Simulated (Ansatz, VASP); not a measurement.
**One calculation of Au, two programs**

```
CELL_PARAMETERS angstrom
0.00000 2.04000 2.04000
2.04000 0.00000 2.04000
2.04000 2.04000 0.00000
ATOMIC_POSITIONS crystal
Au 0.00000 0.00000 0.00000
```

Alike in both runs: task relaxation of cell and atoms; functional PBEsol; k mesh 18 × 18 × 18; occupations gaussian, width 0.1 eV; no spin polarisation.

|  | VASP | Ansatz |
| --- | --- | --- |
| version | VASP 6.6.1 | Ansatz 0.2.0 |
| potentials or method | VASP PAW PBE potentials, release 64 (Au), cutoff 600 eV | scalar-relativistic, plane waves, PAW |
| valence electrons in the cell | 11 | 19 |

```csv
,VASP,Ansatz,Ansatz less VASP
"gap on the k mesh at the Fermi level, each at its own relaxed structure (eV)",none,none,-
relaxed volume (Å³/atom),17.01,17.03,+0.019
relaxed length of the cell vector where the two differ most in proportion (Å),2.887,2.888,+0.0011
```

VASP's potentials were made for PBE, not for PBEsol. A gap of «none» marks a metal or a gap that the smearing closes. VASP's potentials hold 11 valence electrons a cell and Ansatz's 19, so a difference there can come from the potentials and not from the codes.

Neither program's run includes spin-orbit coupling.
